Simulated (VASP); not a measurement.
# PbS in VASP: further runs, part 2 of 2

VASP 6.6.1. Earlier steps stand in the parts before.

## Step 3: Single point, PBE

The input, INCAR:

```
ALGO = Normal
EDIFF = 1E-7
ENCUT = 520
GGA = PE
ISIF = 2
ISMEAR = 0
LASPH = T
LCHARG = T
LELF = T
LREAL = F
LVHAR = T
LWAVE = F
NBANDS = 28
NELM = 60
PREC = Accurate
SIGMA = 0.1
```

The input, KPOINTS:

```
k-points
0
Gamma
  1 1 1
```

The input, POSCAR:

```
PbS
1.0
    2.9838607981     -2.9828938700      0.0000000000
    2.9838607981      2.9828938700      0.0000000000
   -1.0986781904      0.0000000000     11.1678408944
Pb S
2 2
Direct
    0.2263653800      0.2263653800      0.3722110100
    0.7736346200      0.7736346200      0.6277889900
    0.7295120500      0.7295120500      0.3897323800
    0.2704879500      0.2704879500      0.6102676200
```

Potentials or basis: VASP PAW PBE potentials, release 64 (Pb_d, S).

The run is started by

```sh
> cat potpaw_PBE.64/Pb_d/POTCAR potpaw_PBE.64/S/POTCAR > POTCAR
> mpirun -np 1 vasp_gam > vasp.out
```

OUTCAR:

```text
EDIFF = 1E-7
   ENCUT = 520
   GGA = PE
   ISIF = 2
   ISMEAR = 0
   LASPH = T
   LREAL = F
   NELM = 60
   PREC = Accurate

 ion  position               nearest neighbor table
   1  0.226  0.226  0.372-   4 2.66   3 2.99   3 2.99   3 2.99   3 2.99   2 4.13   2 4.13   2 4.13
                             2 4.13
   2  0.774  0.774  0.628-   3 2.66   4 2.99   4 2.99   4 2.99   4 2.99   1 4.13   1 4.13   1 4.13
                             1 4.13
   3  0.730  0.730  0.390-   2 2.66   1 2.99   1 2.99   1 2.99   1 2.99
   4  0.270  0.270  0.610-   1 2.66   2 2.99   2 2.99   2 2.99   2 2.99

  LATTYP: Found a base centered monoclinic cell.
 ALAT       =     5.9677215962
 B/A-ratio  =     0.9996759473
 C/A-ratio  =     1.8804084392
 COS(beta)  =    -0.0979061014

  Lattice vectors:

 A1 = (   2.9838607981,  -2.9828938700,   0.0000000000)
 A2 = (   2.9838607981,   2.9828938700,   0.0000000000)
 A3 = (  -1.0986781904,   0.0000000000,  11.1678408944)

Analysis of symmetry for initial positions (statically):
=====================================================================
 Subroutine PRICEL returns:
 Original cell was already a primitive cell.

 Routine SETGRP: Setting up the symmetry group for a
 base centered monoclinic supercell.

 Subroutine GETGRP returns: Found  4 space group operations
 (whereof  4 operations were pure point group operations)
 out of a pool of  4 trial point group operations.

The static configuration has the point symmetry C_2h.

Analysis of symmetry for dynamics (positions and initial velocities):
=====================================================================
 Subroutine PRICEL returns:
 Original cell was already a primitive cell.

 Routine SETGRP: Setting up the symmetry group for a
 base centered monoclinic supercell.

 Subroutine GETGRP returns: Found  4 space group operations
 (whereof  4 operations were pure point group operations)
 out of a pool of  4 trial point group operations.

The dynamic configuration has the point symmetry C_2h.

 Subroutine INISYM returns: Found  4 space group operations
 (whereof  4 operations are pure point group operations),
 and found     1 'primitive' translations

----------------------------------------------------------------------------------------

                                     Primitive cell

  volume of cell :     198.7996

  direct lattice vectors                    reciprocal lattice vectors
     2.983860798 -2.982893870  0.000000000     0.167568139 -0.167622457  0.016485143
     2.983860798  2.982893870  0.000000000     0.167568139  0.167622457  0.016485143
    -1.098678190  0.000000000 11.167840894     0.000000000  0.000000000  0.089542823

  length of vectors
     4.219132743  4.219132743 11.221754052     0.237588150  0.237588150  0.089542823

  position of ions in fractional coordinates (direct lattice)
     0.226365380  0.226365380  0.372211010
     0.773634620  0.773634620  0.627788990
     0.729512050  0.729512050  0.389732380
     0.270487950  0.270487950  0.610267620

  ion indices of the primitive-cell ions
   primitive index   ion index
                 1           1
                 2           2
                 3           3
                 4           4

----------------------------------------------------------------------------------------

 KPOINTS: k-points

Automatic generation of k-mesh.
 Grid dimensions read from file:
 generate k-points for:    1    1    1

 Generating k-lattice:

  Cartesian coordinates                     Fractional coordinates (reciprocal lattice)
     0.167568139 -0.167622457  0.016485143     1.000000000  0.000000000 -0.000000000
     0.167568139  0.167622457  0.016485143     0.000000000  1.000000000 -0.000000000
     0.000000000  0.000000000  0.089542823     0.000000000  0.000000000  1.000000000

  Length of vectors
     0.237588150  0.237588150  0.089542823

  Shift w.r.t. Gamma in fractional coordinates (k-lattice)
     0.000000000  0.000000000  0.000000000

 Subroutine IBZKPT returns following result:
 ===========================================

 Found      1 irreducible k-points:

 Following reciprocal coordinates:
            Coordinates               Weight
  0.000000  0.000000  0.000000      1.000000
   k-points           NKPTS =      1   k-points in BZ     NKDIM =      1   number of bands    NBANDS=     28
   number of dos      NEDOS =    301   number of ions     NIONS =      4
   total plane-waves  NPLWV =  86016
   dimension x,y,z NGX =    32 NGY =   32 NGZ =   84
   dimension x,y,z NGXF=    64 NGYF=   64 NGZF=  168
   ions per type =               2   2
   NGX,Y,Z   is equivalent  to a cutoff of  12.61, 12.61, 12.44 a.u.
   NGXF,Y,Z  is equivalent  to a cutoff of  25.22, 25.22, 24.89 a.u.
 SYSTEM =  unknown system
   PREC   = accura    normal or accurate (medium, high low for compatibility)
   ISTART =      0    job   : 0-new  1-cont  2-samecut
   ICHARG =      2    charge: 1-file 2-atom 10-const
   ISPIN  =      1    spin polarized calculation?
   LNONCOLLINEAR =      F non collinear calculations
   LSORBIT =      F    spin-orbit coupling
   LASPH  =      T    aspherical Exc in radial PAW
   ENCUT  =  520.0 eV  38.22 Ry    6.18 a.u.   7.84  7.84 20.87*2*pi/ulx,y,z
   NELM   =     60;   NELMIN=  2; NELMDL= -5     # of ELM steps
   EDIFF  = 0.1E-06   stopping-criterion for ELM
   LREAL  =      F    real-space projection
   EDIFFG = 0.1E-05   stopping-criterion for IOM
   NSW    =      0    number of steps for IOM
   IBRION =     -1    ionic relax: 0-MD 1-quasi-New 2-CG
   NFREE  =      0    steps in history (QN), initial steepest desc. (CG)
   ISIF   =      2    stress and relaxation
   ISYM   =      2    0-nonsym 1-usesym 2-fastsym
   POTIM  = 0.5000    time-step for ionic-motion
   TEBEG  =    0.0;   TEEND  =   0.0 temperature during run
   PSTRESS=    0.0 pullay stress
   NELECT =      40.0000    total number of electrons
   NUPDOWN=      -1.0000    fix difference up-down
   EMIN   =  10.00;   EMAX   =-10.00  energy-range for DOS
   EFERMI =   0.00;   METHOD = LEGACY
   ISMEAR =     0;   SIGMA  =   0.10  broadening in eV -4-tet -1-fermi 0-gaus
   EFERMI_NEDOS =   21; number of points for ismear=-14 and -15
   IALGO  =     38    algorithm
   IMIX   =      4    mixing-type and parameters
     AMIX     =   0.40;   BMIX     =  1.00
     AMIX_MAG =   1.60;   BMIX_MAG =  1.00
  volume/ion in A,a.u.               =      49.70       335.39
  Fermi-wavevector in a.u.,A,eV,Ry     =   0.959304  1.812822 12.520957  0.920264
  Thomas-Fermi vector in A             =   2.088488
   LORBIT       =      0    0 simple, 1 ext, 2 COOP (PROOUT), +10 PAW based schemes
   GGA     = PE    functional components
   LHFCALC =     F    Hartree Fock is set to
   AEXX    =    0.0000 exact exchange contribution
   IVDW    =     0    specifies the selected vdW correction
   LEPSILON=     F    determine dielectric tensor
   LRPA    =     F    only Hartree local field effects (RPA)
 non-spin polarized calculation
 Gauss-broadening in eV      SIGMA  =   0.10
  energy-cutoff  :      520.00
  volume of cell :      198.80
 maximum number of plane-waves:      2677
 NGX is ok and might be reduce to    30
   NGX = 15   NGY = 15   NGZ = 41

 number of electron      39.9999993 magnetization

 Free energy of the ion-electron system (eV)
  ---------------------------------------------------
  ext. energy  EPLUGINS =         0.00000000
  ---------------------------------------------------
  free energy    TOTEN  =       -16.95035984 eV

  energy without entropy =      -16.95035984  energy(sigma->0) =      -16.95035984

 E-fermi :   1.1660     XC(G=0):  -5.8976

 val. band max:        0.6754913429   @ k =   0.0000   0.0000   0.0000
 cond. band min:       2.5472208256   @ k =   0.0000   0.0000   0.0000
 fundamental gap:      1.8717294827
 Fermi energy:         1.1659940953

 k-point     1 :       0.0000    0.0000    0.0000
  band No.  band energies     occupation
      1     -15.9421      2.00000
      2     -15.8348      2.00000
      3     -15.8209      2.00000
      4     -15.8050      2.00000
      5     -15.7972      2.00000
      6     -15.7969      2.00000
[... 20 lines left out ...]
     27       6.9904      0.00000
     28       6.9977      0.00000

------------------------ aborting loop because EDIFF is reached ----------------------------------------

  FORCE on cell =-STRESS in cart. coord.  units (eV):
  Direction    XX          YY          ZZ          XY          YZ          ZX
  --------------------------------------------------------------------------------------
  -------------------------------------------------------------------------------------
  Total        1.1911799      1.2199685      4.5879203      0.0000000      0.0000000      0.0010783
  in kB        9.6000249      9.8320396     36.9752289      0.0000000      0.0000000      0.0086900
  external PRESSURE =      18.8024311 kB  Pullay stress =       0.0000000 kB

 VOLUME and BASIS-vectors are now :
 -----------------------------------------------------------------------------
  energy-cutoff  :      520.00
  volume of cell :      198.80
      direct lattice vectors                 reciprocal lattice vectors
     2.983860798 -2.982893870  0.000000000     0.167568139 -0.167622457  0.016485143
     2.983860798  2.982893870  0.000000000     0.167568139  0.167622457  0.016485143
    -1.098678190  0.000000000 11.167840894     0.000000000  0.000000000  0.089542823

 POSITION                                       TOTAL-FORCE (eV/Angst)
 -----------------------------------------------------------------------------------
      0.94195      0.00000      4.15679        -0.001597      0.000000      0.627100
      3.92710      0.00000      7.01105         0.001597      0.000000     -0.627100
      3.92533      0.00000      4.35247         0.002894      0.000000     -2.634711
      0.94371      0.00000      6.81537        -0.002894      0.000000      2.634711
 -----------------------------------------------------------------------------------
    total drift:                                0.000000      0.000000      0.000000

  FREE ENERGIE OF THE ION-ELECTRON SYSTEM (eV)
  ---------------------------------------------------
  free  energy   TOTEN  =       -16.9503598361 eV

  energy  without entropy=      -16.9503598361  energy(sigma->0) =      -16.95035984
```

OSZICAR:

```text
N       E                     dE             d eps       ncg     rms          rms(c)
DAV:   1     0.471440777545E+03    0.47144E+03   -0.20383E+04    56   0.142E+03
DAV:   2     0.665047432981E+02   -0.40494E+03   -0.38518E+03    56   0.366E+02
DAV:   3    -0.116121734879E+02   -0.78117E+02   -0.77357E+02    80   0.168E+02
[... 11 lines left out ...]
DAV:  15    -0.169503597948E+02    0.17765E-05   -0.36988E-05    72   0.459E-02    0.176E-02
DAV:  16    -0.169503603054E+02   -0.51056E-06   -0.46943E-06    56   0.120E-02    0.118E-02
DAV:  17    -0.169503601126E+02    0.19279E-06   -0.34075E-07    56   0.486E-03    0.541E-03
DAV:  18    -0.169503597503E+02    0.36224E-06   -0.44641E-07    48   0.532E-03    0.196E-03
DAV:  19    -0.169503598361E+02   -0.85779E-07   -0.44330E-08    56   0.202E-03
   1 F= -.16950360E+02 E0= -.16950360E+02  d E =-.200727E-11
```

stdout:

```text
POSCAR found type information on POSCAR PbS
 POSCAR found :  2 types and       4 ions
 scaLAPACK will be used
 LDA part: xc-table for (Slater+PW92), standard interpolation
 POSCAR, INCAR and KPOINTS ok, starting setup
 FFT: planning ... GRIDC
 FFT: planning ... GRID_SOFT
 FFT: planning ... GRID
 WAVECAR not read
 entering main loop
```

Wall time 29 s (1 thread of Intel Xeon 8259CL, shared host); peak memory 0.25 GiB.

What came out:

```yaml
Free_energy: -16.9504 eV
Largest_force: 2.635 eV/Å
```

Forces in eV/Å, atoms in the order of the input:
```
Pb  -0.002  0.000  0.627
Pb   0.002  0.000 -0.627
S    0.003  0.000 -2.635
S   -0.003  0.000  2.635
```

Caveat: the k points lie up to 1.49 Å⁻¹ apart, too coarse for converged energies, forces and pressures; there is no dipole correction, which matters where the two faces differ; spin-orbit coupling is left out, which moves the levels of the heavy elements.

## Step 4: Single point, PBEsol

The input, INCAR:

```
SYSTEM = PbS
PREC = Accurate
ENCUT = 520
EDIFF = 1E-6
ISMEAR = 0
SIGMA = 0.1
LREAL = .FALSE.
LASPH = .TRUE.
NELM = 100
ALGO = Normal
ISIF = 2
LWAVE = .FALSE.
LCHARG = .FALSE.
GGA = PS
NBANDS = 28
```

The input, KPOINTS:

```
Automatic mesh
0
G
  1 1 1
  0 0 0
```

POSCAR is that of step 3.

The run is started by

```sh
> cat potpaw_PBE.64/Pb_d/POTCAR potpaw_PBE.64/S/POTCAR > POTCAR
> mpirun -np 1 vasp_gam > vasp.out
```

Run time: 25 s. Hardware: 1 thread of Intel Xeon 8259CL, shared host; peak memory 0.25 GiB.

Results (log left out):

```yaml
Free_energy: -18.0764 eV
Largest_force: 2.494 eV/Å
```

Forces on the atoms (eV/Å):
```
Pb  -0.001  0.000  0.891
Pb   0.001  0.000 -0.891
S    0.003  0.000 -2.494
S   -0.003  0.000  2.494
```

Levels at points of the mesh, in eV from the Fermi level:
```
           k point  band 17  band 18  band 19  band 20  band 21  band 22  band 23  band 24
(0.00, 0.00, 0.00)    -3.03    -1.79    -1.79    -0.54     1.32     3.03     4.33     4.49
```

Caveat: the k points lie up to 1.49 Å⁻¹ apart, too coarse for converged energies, forces and pressures; there is no dipole correction, which matters where the two faces differ; the PAW data sets were made with another functional, which shifts forces and pressure a little; spin-orbit coupling is left out, which moves the levels of the heavy elements.

## Step 5: Single point, PBE

The input, INCAR:

```
SYSTEM = PbS
ALGO = Normal
EDIFF = 1E-7
ENCUT = 520
GGA = PE
ISIF = 2
ISMEAR = 0
ISYM = 0
LASPH = .TRUE.
LCHARG = .TRUE.
LELF = .TRUE.
LREAL = .FALSE.
LVHAR = .TRUE.
LWAVE = .FALSE.
NBANDS = 28
NELM = 60
PREC = Accurate
SIGMA = 0.1
```

The input, KPOINTS:

```
Automatic mesh
0
Gamma
  2 3 1
  0.25 0.25 0.25
```

POSCAR is that of step 4.

Potentials or basis: VASP PAW PBE potentials, release 64 (Pb_d, S).

The run is started by

```sh
> cat potpaw_PBE.64/Pb_d/POTCAR potpaw_PBE.64/S/POTCAR > POTCAR
> mpirun -np 1 vasp_std > vasp.out
```

OUTCAR:

```text
SYSTEM = PbS
   EDIFF = 1E-7
   ENCUT = 520
   GGA = PE
   ISIF = 2
   ISMEAR = 0
   ISYM = 0
   LASPH = .TRUE.
   LREAL = .FALSE.
   NELM = 60
   PREC = Accurate

 ion  position               nearest neighbor table
   1  0.226  0.226  0.372-   4 2.66   3 2.99   3 2.99   3 2.99   3 2.99   2 4.13   2 4.13   2 4.13
                             2 4.13
   2  0.774  0.774  0.628-   3 2.66   4 2.99   4 2.99   4 2.99   4 2.99   1 4.13   1 4.13   1 4.13
                             1 4.13
   3  0.730  0.730  0.390-   2 2.66   1 2.99   1 2.99   1 2.99   1 2.99
   4  0.270  0.270  0.610-   1 2.66   2 2.99   2 2.99   2 2.99   2 2.99

IMPORTANT INFORMATION: All symmetrisations will be switched off!
NOSYMM: (Re-)initialisation of all symmetry stuff for point group C_1.

----------------------------------------------------------------------------------------

                                     Primitive cell

  volume of cell :     198.7996

  direct lattice vectors                    reciprocal lattice vectors
     2.983860798 -2.982893870  0.000000000     0.167568139 -0.167622457  0.016485143
     2.983860798  2.982893870  0.000000000     0.167568139  0.167622457  0.016485143
[... 143 lines left out ...]
 val. band max:        0.2206451066   @ k =   0.1250   0.0833   0.2500
 cond. band min:       2.5546170168   @ k =   0.1250   0.0833   0.2500
 fundamental gap:      2.3339719102
 Fermi energy:         0.7031379113

 k-point     1 :       0.1250    0.0833    0.2500
  band No.  band energies     occupation
      1     -15.7436      2.00000
      2     -15.6479      2.00000
      3     -15.6338      2.00000
      4     -15.6292      2.00000
      5     -15.6205      2.00000
      6     -15.6111      2.00000
[... 175 lines left out ...]
     27       6.2529      0.00000
     28       6.8622      0.00000

------------------------ aborting loop because EDIFF is reached ----------------------------------------

  FORCE on cell =-STRESS in cart. coord.  units (eV):
  Direction    XX          YY          ZZ          XY          YZ          ZX
  --------------------------------------------------------------------------------------
  -------------------------------------------------------------------------------------
  Total        0.3793901      0.7485494      0.7354439      0.0205823     -0.0010423     -0.0063017
  in kB        3.0576025      6.0327518      5.9271316      0.1658779     -0.0084001     -0.0507868
  external PRESSURE =       5.0058286 kB  Pullay stress =       0.0000000 kB

 VOLUME and BASIS-vectors are now :
 -----------------------------------------------------------------------------
  energy-cutoff  :      520.00
  volume of cell :      198.80
      direct lattice vectors                 reciprocal lattice vectors
     2.983860798 -2.982893870  0.000000000     0.167568139 -0.167622457  0.016485143
     2.983860798  2.982893870  0.000000000     0.167568139  0.167622457  0.016485143
    -1.098678190  0.000000000 11.167840894     0.000000000  0.000000000  0.089542823

 POSITION                                       TOTAL-FORCE (eV/Angst)
 -----------------------------------------------------------------------------------
      0.94195      0.00000      4.15679         0.000298      0.000041     -0.121508
      3.92710      0.00000      7.01105        -0.000298     -0.000041      0.121509
      3.92533      0.00000      4.35247         0.002735      0.000026     -0.176720
      0.94371      0.00000      6.81537        -0.002735     -0.000026      0.176719
 -----------------------------------------------------------------------------------
    total drift:                                0.000000     -0.000000      0.000004

  FREE ENERGIE OF THE ION-ELECTRON SYSTEM (eV)
  ---------------------------------------------------
  free  energy   TOTEN  =       -17.2904502704 eV

  energy  without entropy=      -17.2904502704  energy(sigma->0) =      -17.29045027
```

stdout:

```text
POSCAR found type information on POSCAR PbS
 POSCAR found :  2 types and       4 ions
 scaLAPACK will be used
 LDA part: xc-table for (Slater+PW92), standard interpolation
 -----------------------------------------------------------------------------
|                                                                             |
|           W    W    AA    RRRRR   N    N  II  N    N   GGGG   !!!           |
|           W    W   A  A   R    R  NN   N  II  NN   N  G    G  !!!           |
|           W    W  A    A  R    R  N N  N  II  N N  N  G       !!!           |
|           W WW W  AAAAAA  RRRRR   N  N N  II  N  N N  G  GGG   !            |
|           WW  WW  A    A  R   R   N   NN  II  N   NN  G    G                |
|           W    W  A    A  R    R  N    N  II  N    N   GGGG   !!!           |
|                                                                             |
|     Your reciprocal lattice and k-lattice belong to different lattice       |
|     classes:                                                                |
|                                                                             |
|        The reciprocal lattice is base-centered monoclinic,                  |
|        whereas your k-lattice is triclinic.                                 |
|                                                                             |
|     Results are often still useful ...                                      |
|                                                                             |
 -----------------------------------------------------------------------------

 POSCAR, INCAR and KPOINTS ok, starting setup
 FFT: planning ... GRIDC
 FFT: planning ... GRID_SOFT
 FFT: planning ... GRID
 WAVECAR not read
 entering main loop
```

It took 80 s on 1 thread of Intel Xeon 8259CL, shared host; peak memory 0.27 GiB.

What came out:

* Free energy: -17.2905 eV
* Largest force: 0.177 eV/Å
* Band gap on the k mesh: 2.33 eV

Forces in eV/Å, atoms in the order of the input:
```
Pb   0.000  0.000 -0.122
Pb   0.000  0.000  0.122
S    0.003  0.000 -0.177
S   -0.003  0.000  0.177
```

Caveat: there is no dipole correction, which matters where the two faces differ; spin-orbit coupling is left out, which moves the levels of the heavy elements.

## Step 6: Overview

| level | k mesh | largest force (eV/Å) |
| --- | --- | --- |
| PBE+D3(BJ) | 1 × 1 × 1 | 2.57 |
| PBE | 1 × 1 × 1 | 2.63 |
| PBEsol | 1 × 1 × 1 | 2.49 |
| PBE | 2 × 3 × 1, shifted | 0.18 |

Alike in all rows: task single point; potentials or basis VASP PAW PBE potentials, release 64 (Pb_d, S); no spin polarisation; cell as given; cutoff (eV) 520; smearing gaussian 0.1 eV.

Caveats: some runs use coarse meshes; there is no dipole correction, which matters where the two faces differ; spin-orbit coupling is left out, which moves the levels of the heavy elements; the PAW data sets were made with another functional, which shifts forces and pressure a little (at least some runs).

Total energies depend on the potentials used, so only differences within one code and one set of settings carry meaning.
